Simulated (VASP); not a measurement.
Write the native input for VASP 6.6.1 that does the following.

- Task: single point
- Functional: LDA
- Potentials or basis: VASP PAW LDA potentials, release 64 (Cr_pv)
- Cutoff: 520 eV
- k mesh: 12 × 12 × 7
- Occupations: fermi-dirac, width 0.03 eV
- Spin: no spin polarisation
- Dipole correction: no
- Further INCAR settings: ALGO = Normal; EDIFF = 1e-06; NBANDS = 19

The structure of Cr lies in POSCAR:

```
Cr
1.0
    2.6679911117      0.0000000000      0.0000000000
   -1.3339955559      2.3105480799      0.0000000000
    0.0000000000      0.0000000000      4.3352397947
Cr
2
Direct
    0.3333333333      0.6666666667      0.2500000000
    0.6666666667      0.3333333333      0.7500000000
```

This isn't the form of Cr at room conditions, which is bcc.

The input as run:

INCAR

```
ALGO = Normal
EDIFF = 1E-6
ENCUT = 520
ISIF = 2
ISMEAR = -1
LASPH = True
LCHARG = False
LREAL = False
LWAVE = False
NBANDS = 19
NELM = 60
PREC = Accurate
SIGMA = 0.03
```

KPOINTS

```
k-points
0
Gamma
  12 12 7
```

Potentials or basis: VASP PAW LDA potentials, release 64 (Cr_pv).

The run is started by

```bash
$ cat potpaw_LDA.64/Cr_pv/POTCAR > POTCAR
$ mpirun -np 1 vasp_std > vasp.out
```

It gave:

| Item | Value |
| --- | --- |
| Pressure | -34.2 GPa |
| Band gap on the k mesh | zero (bands 12 and 13 overlap by 0.99 eV) |

Caveat: the cell stands under tension; the run has no spin polarisation, though such a crystal can be magnetic.

Wall time 11 s on 1 thread of Intel(R) Xeon(R) 6975P-C (Granite Rapids) (shared host), peak memory 0.14 GiB.
